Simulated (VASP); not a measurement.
# AlAs (I-4m2) in VASP: notebook

The runs below take AlAs through relaxation of the atoms, with PBE.

Program: VASP 6.6.1. These are calculated values, not measurements. Logs are shortened: lines on timing, memory, paths and dates and some standing lists are left out, and cuts for length are marked.

## 1. The cell of the first run

The structure is tetragonal, space group I-4m2 (No. 119). The conventional cell has a = 4.003 Å, b = 4.003 Å, c = 5.717 Å, α = 90.00°, β = 90.00°, γ = 90.00°. Al (site symmetry -4m2) has 4 As at 2.46 Å within 3.2 Å. Within 3.2 Å of As (site symmetry -4m2) lie 4 Al at 2.46 Å.

## 2. Relaxation of the atoms, PBE (z stretched by +1 %)

INCAR reads:

```
ALGO = Normal ; EDIFF = 1E-7
EDIFFG = -0.02 ; ENCUT = 450
GGA = PE ; GGA_COMPAT = F
IBRION = 2 ; ISIF = 2
ISMEAR = -1 ; LASPH = T
LCHARG = F ; LREAL = F
LWAVE = F ; NELM = 120
NELMIN = 4 ; NSW = 80
PREC = Accurate ; SIGMA = 0.02
```

KPOINTS reads:

```
k-points
0
Gamma
  13 13 13
```

POSCAR reads:

```
AlAs
1.0
    0.0000000000      2.8304000000      2.8587040000
    2.8304000000      0.0000000000      2.8587040000
    2.8304000000      2.8304000000      0.0000000000
Al As
1 1
Direct
    0.0000000000      0.0000000000      0.0000000000
    0.2500000000      0.2500000000      0.2500000000
```

Potentials or basis: VASP PAW PBE potentials, release 64 (Al, As).

The run is started by

```console
> cat potpaw_PBE.64/Al/POTCAR potpaw_PBE.64/As/POTCAR > POTCAR
> mpirun -np 1 vasp_std > vasp.out
```

OUTCAR:

```text
EDIFF = 1E-7
   EDIFFG = -0.02
   ENCUT = 450
   GGA = PE
   IBRION = 2
   ISIF = 2
   ISMEAR = -1
   LASPH = T
   LREAL = F
   NELM = 120
   NELMIN = 4
   NSW = 80
   PREC = Accurate

 ion  position               nearest neighbor table
   1  0.000  0.000  0.000-   2 2.46   2 2.46   2 2.46   2 2.46
   2  0.250  0.250  0.250-   1 2.46   1 2.46   1 2.46   1 2.46

  LATTYP: Found a body centered tetragonal cell.
 ALAT       =     4.0027900669
 C/A-ratio  =     1.4283556980

  Lattice vectors:

 A1 = (  -2.8304000000,   0.0000000000,   2.8587040000)
 A2 = (   2.8304000000,   0.0000000000,   2.8587040000)
 A3 = (   0.0000000000,   2.8304000000,  -2.8587040000)

Analysis of symmetry for initial positions (statically):
=====================================================================
 Subroutine PRICEL returns:
 Original cell was already a primitive cell.

 Routine SETGRP: Setting up the symmetry group for a
 body centered tetragonal supercell.

 Subroutine GETGRP returns: Found  8 space group operations
 (whereof  8 operations were pure point group operations)
 out of a pool of 16 trial point group operations.

The static configuration has the point symmetry D_2d.

Analysis of symmetry for dynamics (positions and initial velocities):
=====================================================================
 Subroutine PRICEL returns:
 Original cell was already a primitive cell.

 Routine SETGRP: Setting up the symmetry group for a
 body centered tetragonal supercell.

 Subroutine GETGRP returns: Found  8 space group operations
 (whereof  8 operations were pure point group operations)
 out of a pool of 16 trial point group operations.

The dynamic configuration has the point symmetry D_2d.

 Subroutine INISYM returns: Found  8 space group operations
 (whereof  8 operations are pure point group operations),
 and found     1 'primitive' translations

----------------------------------------------------------------------------------------

                                     Primitive cell

  volume of cell :      45.8031

  direct lattice vectors                    reciprocal lattice vectors
     0.000000000  2.830400000  2.858704000    -0.176653477  0.176653477  0.174904432
     2.830400000  0.000000000  2.858704000     0.176653477 -0.176653477  0.174904432
     2.830400000  2.830400000  0.000000000     0.176653477  0.176653477 -0.174904432

  length of vectors
     4.022853803  4.022853803  4.002790067     0.304966329  0.304966329  0.304966329

  position of ions in fractional coordinates (direct lattice)
     0.000000000  0.000000000  0.000000000
     0.250000000  0.250000000  0.250000000

  ion indices of the primitive-cell ions
   primitive index   ion index
                 1           1
                 2           2

----------------------------------------------------------------------------------------

 KPOINTS: k-points

Automatic generation of k-mesh.
 Grid dimensions read from file:
 generate k-points for:   13   13   13

 Generating k-lattice:

  Cartesian coordinates                     Fractional coordinates (reciprocal lattice)
    -0.013588729  0.013588729  0.013454187     0.076923077  0.000000000  0.000000000
     0.013588729 -0.013588729  0.013454187     0.000000000  0.076923077  0.000000000
     0.013588729  0.013588729 -0.013454187     0.000000000  0.000000000  0.076923077

  Length of vectors
     0.023458948  0.023458948  0.023458948

  Shift w.r.t. Gamma in fractional coordinates (k-lattice)
     0.000000000  0.000000000  0.000000000

 Subroutine IBZKPT returns following result:
 ===========================================

 Found    196 irreducible k-points:

 Following reciprocal coordinates:
            Coordinates               Weight
  0.000000  0.000000  0.000000      1.000000
  0.076923  0.000000  0.000000      8.000000
  0.153846  0.000000  0.000000      8.000000
  0.230769  0.000000  0.000000      8.000000
  0.307692  0.000000  0.000000      8.000000
  0.384615 -0.000000  0.000000      8.000000
[... 16 lines left out ...]
  0.384615  0.153846  0.000000      8.000000
  0.461538  0.153846  0.000000      8.000000
 [... further k-points ...]
   k-points           NKPTS =    196   k-points in BZ     NKDIM =    196   number of bands    NBANDS=      8
   number of dos      NEDOS =    301   number of ions     NIONS =      2
   total plane-waves  NPLWV =  21952
   dimension x,y,z NGX =    28 NGY =   28 NGZ =   28
   dimension x,y,z NGXF=    56 NGYF=   56 NGZF=   56
   ions per type =               1   1
   NGX,Y,Z   is equivalent  to a cutoff of  11.57, 11.57, 11.63 a.u.
   NGXF,Y,Z  is equivalent  to a cutoff of  23.14, 23.14, 23.26 a.u.
 SYSTEM =  unknown system
   PREC   = accura    normal or accurate (medium, high low for compatibility)
   ISTART =      0    job   : 0-new  1-cont  2-samecut
   ICHARG =      2    charge: 1-file 2-atom 10-const
   ISPIN  =      1    spin polarized calculation?
   LNONCOLLINEAR =      F non collinear calculations
   LSORBIT =      F    spin-orbit coupling
   LASPH  =      T    aspherical Exc in radial PAW
   ENCUT  =  450.0 eV  33.07 Ry    5.75 a.u.   6.96  6.96  6.92*2*pi/ulx,y,z
   NELM   =    120;   NELMIN=  4; NELMDL= -5     # of ELM steps
   EDIFF  = 0.1E-06   stopping-criterion for ELM
   LREAL  =      F    real-space projection
   EDIFFG = -.2E-01   stopping-criterion for IOM
   NSW    =     80    number of steps for IOM
   IBRION =      2    ionic relax: 0-MD 1-quasi-New 2-CG
   NFREE  =      1    steps in history (QN), initial steepest desc. (CG)
   ISIF   =      2    stress and relaxation
   ISYM   =      2    0-nonsym 1-usesym 2-fastsym
   POTIM  = 0.5000    time-step for ionic-motion
   TEBEG  =    0.0;   TEEND  =   0.0 temperature during run
   PSTRESS=    0.0 pullay stress
   NELECT =       8.0000    total number of electrons
   NUPDOWN=      -1.0000    fix difference up-down
   EMIN   =  10.00;   EMAX   =-10.00  energy-range for DOS
   EFERMI =   0.00;   METHOD = LEGACY
   ISMEAR =    -1;   SIGMA  =   0.02  broadening in eV -4-tet -1-fermi 0-gaus
   EFERMI_NEDOS =   21; number of points for ismear=-14 and -15
   IALGO  =     38    algorithm
   IMIX   =      4    mixing-type and parameters
     AMIX     =   0.40;   BMIX     =  1.00
     AMIX_MAG =   1.60;   BMIX_MAG =  1.00
  volume/ion in A,a.u.               =      22.90       154.55
  Fermi-wavevector in a.u.,A,eV,Ry     =   0.915110  1.729307 11.393872  0.837426
  Thomas-Fermi vector in A             =   2.039814
   LORBIT       =      0    0 simple, 1 ext, 2 COOP (PROOUT), +10 PAW based schemes
   GGA     = PE    functional components
   LHFCALC =     F    Hartree Fock is set to
   AEXX    =    0.0000 exact exchange contribution
   IVDW    =     0    specifies the selected vdW correction
   LEPSILON=     F    determine dielectric tensor
   LRPA    =     F    only Hartree local field effects (RPA)
 conjugate gradient relaxation of ions
 non-spin polarized calculation
  energy-cutoff  :      450.00
  volume of cell :       45.80
 maximum number of plane-waves:      1010
   NGX = 13   NGY = 13   NGZ = 13

 number of electron       7.9999999 magnetization

 Free energy of the ion-electron system (eV)
  ---------------------------------------------------
  ext. energy  EPLUGINS =         0.00000000
  ---------------------------------------------------
  free energy    TOTEN  =        -9.38109787 eV

  energy without entropy =       -9.38109787  energy(sigma->0) =       -9.38109787

 E-fermi :   4.1721     XC(G=0):  -9.0035

 val. band max:        3.8209570991   @ k =   0.0000   0.0000   0.0000
 cond. band min:       5.2727147233   @ k =   0.4615   0.0000   0.4615
 fundamental gap:      1.4517576242
 Fermi energy:         4.1721083094

 k-point     1 :       0.0000    0.0000    0.0000
  band No.  band energies     occupation
      1      -8.0049      2.00000
      2       3.7715      2.00000
      3       3.8210      2.00000
      4       3.8210      2.00000
      5       5.7859      0.00000
      6       8.0703      0.00000
      7       8.0703      0.00000
      8       8.0864      0.00000

 k-point     2 :       0.0769    0.0000    0.0000
  band No.  band energies     occupation
      1      -7.9471      2.00000
      2       3.1138      2.00000
      3       3.7217      2.00000
      4       3.7578      2.00000
      5       6.2681      0.00000
      6       8.1567      0.00000
      7       8.1881      0.00000
      8       8.2055      0.00000

 k-point     3 :       0.1538    0.0000    0.0000
  band No.  band energies     occupation
      1      -7.7782      2.00000
      2       1.9193      2.00000
      3       3.5533      2.00000
      4       3.5991      2.00000
      5       6.5854      0.00000
      6       8.4602      0.00000
      7       8.4623      0.00000
      8       8.7913      0.00000

 k-point     4 :       0.2308    0.0000    0.0000
  band No.  band energies     occupation
      1      -7.5132      2.00000
      2       0.7201      2.00000
      3       3.3495      2.00000
      4       3.4066      2.00000
      5       6.4382      0.00000
      6       8.6622      0.00000
      7       8.6894      0.00000
      8       9.9060      0.00000

 k-point     5 :       0.3077    0.0000    0.0000
  band No.  band energies     occupation
      1      -7.1849      2.00000
      2      -0.3480      2.00000
      3       3.1635      2.00000
      4       3.2310      2.00000
      5       6.2044      0.00000
      6       8.6571      0.00000
      7       8.7139      0.00000
      8      11.0008      0.00000
[... 177 lines left out ...]
 k-point    22 :       0.3077    0.1538    0.0000
  band No.  band energies     occupation
      1      -7.2295      2.00000
      2       0.2479      2.00000
      3       2.5670      2.00000
      4       2.7182      2.00000
      5       6.9924      0.00000
      6       8.1810      0.00000
      7       9.3242      0.00000
      8       9.8698      0.00000

 k-point    23 :       0.3846    0.1538    0.0000
  band No.  band energies     occupation
      1      -6.9074      2.00000
      2      -0.6152      2.00000
      3       2.2169      2.00000
      4       2.6201      2.00000
      5       6.8767      0.00000
      6       8.4619      0.00000
      7       9.6414      0.00000
      8       9.7812      0.00000

 k-point    24 :       0.4615    0.1538    0.0000
  band No.  band energies     occupation
      1      -6.6185      2.00000
      2      -1.2625      2.00000
      3       1.9158      2.00000
      4       2.6153      2.00000
      5       6.8077      0.00000
      6       8.4146      0.00000
      7       9.5624      0.00000
      8      10.6309      0.00000

 [... further k-points ...]
[... 5 lines left out ...]
  --------------------------------------------------------------------------------------
  -------------------------------------------------------------------------------------
  Total        0.6208406      0.6208406      0.4635470      0.0000000      0.0000000     -0.0000000
  in kB       21.7168019     21.7168019     16.2147223      0.0000000      0.0000000     -0.0000000
  external PRESSURE =      19.8827754 kB  Pullay stress =       0.0000000 kB

 VOLUME and BASIS-vectors are now :
 -----------------------------------------------------------------------------
  energy-cutoff  :      450.00
  volume of cell :       45.80
      direct lattice vectors                 reciprocal lattice vectors
     0.000000000  2.830400000  2.858704000    -0.176653477  0.176653477  0.174904432
     2.830400000  0.000000000  2.858704000     0.176653477 -0.176653477  0.174904432
     2.830400000  2.830400000  0.000000000     0.176653477  0.176653477 -0.174904432

 POSITION                                       TOTAL-FORCE (eV/Angst)
 -----------------------------------------------------------------------------------
      0.00000      0.00000      0.00000        -0.000000     -0.000000      0.000000
      1.41520      1.41520      1.42935         0.000000      0.000000     -0.000000
 -----------------------------------------------------------------------------------
    total drift:                                0.000000      0.000000      0.000000

  FREE ENERGIE OF THE ION-ELECTRON SYSTEM (eV)
  ---------------------------------------------------
  free  energy   TOTEN  =        -9.3810978693 eV

  energy  without entropy=       -9.3810978693  energy(sigma->0) =       -9.38109787

 reached required accuracy - stopping structural energy minimisation
```

Wall time 26 s (1 thread of Intel Xeon 6975P-C (Granite Rapids), shared host); peak memory 0.2 GiB.

What came out:

```yaml
Free_energy: -9.3811 eV
Pressure_after_relaxing: 2.0 GPa
Band_gap_on_the_k_mesh: 1.45 eV, indirect (least direct gap 1.96 eV)
```

Stress tensor (GPa, compression positive):
```
2.17 0.00 0.00
0.00 2.17 0.00
0.00 0.00 1.62
```

Final structure:
```
CELL_PARAMETERS angstrom
0.00000 2.83040 2.85870
2.83040 0.00000 2.85870
2.83040 2.83040 0.00000
ATOMIC_POSITIONS crystal
Al 0.00000 0.00000 0.00000
As 0.25000 0.25000 0.25000
```

Caveat: the cell differs from its parent crystal (z stretched by +1 %); the relaxation stopped at its first step, so nothing moved.

## 3. Relaxation of the atoms, PBE (z stretched by +2 %)

INCAR reads:

```
SYSTEM = AlAs
PREC = Accurate
ENCUT = 450
EDIFF = 1E-7
ISMEAR = -1
SIGMA = 0.02
LREAL = .FALSE.
LASPH = .TRUE.
NELM = 120
ALGO = Normal
ISIF = 2
LWAVE = .FALSE.
LCHARG = .FALSE.
GGA = PE
IBRION = 2
NSW = 80
EDIFFG = -0.02
GGA_COMPAT = .FALSE.
NELMIN = 4
```

KPOINTS reads:

```
regular mesh
0
G
  13 13 13
  0 0 0
```

POSCAR reads:

```
AlAs
1.0
    0.0000000000      2.8304000000      2.8870080000
    2.8304000000      0.0000000000      2.8870080000
    2.8304000000      2.8304000000      0.0000000000
Al As
1 1
Direct
    0.0000000000      0.0000000000      0.0000000000
    0.2500000000      0.2500000000      0.2500000000
```

Potentials or basis: VASP PAW PBE potentials, release 64 (Al, As).

The run is started by

```console
> cat potpaw_PBE.64/Al/POTCAR potpaw_PBE.64/As/POTCAR > POTCAR
> mpirun -np 1 vasp_std > vasp.out
```

Run time: 85 s. Hardware: 1 thread of Intel Xeon Platinum 8259CL at 2.50GHz (Skylake/Cascade Lake), shared host; peak memory 0.21 GiB.

It converged, with:

| Property | Result |
| --- | --- |
| Free energy | -9.3841 eV |
| Pressure after relaxing | 1.2 GPa |
| Band gap on the k mesh | 1.44 eV, indirect (least direct gap 1.87 eV) |

Stress tensor (GPa, compression positive):
```
1.62 0.00 0.00
0.00 1.62 0.00
0.00 0.00 0.50
```

Final structure:
```
CELL_PARAMETERS angstrom
0.00000 2.83040 2.88701
2.83040 0.00000 2.88701
2.83040 2.83040 0.00000
ATOMIC_POSITIONS crystal
Al 0.00000 0.00000 0.00000
As 0.25000 0.25000 0.25000
```

Levels at points of the mesh, in eV from the valence-band top:
| k point | band 1 | band 2 | band 3 | band 4 | band 5 | band 6 | band 7 | band 8 |
| --- | --- | --- | --- | --- | --- | --- | --- | --- |
| (0.00, 0.00, 0.00) | -11.79 | -0.10 | 0.00 | 0.00 | 1.87 | 4.21 | 4.21 | 4.24 |

Caveat: the cell differs from its parent crystal (z stretched by +2 %); the relaxation stopped at its first step, so nothing moved.
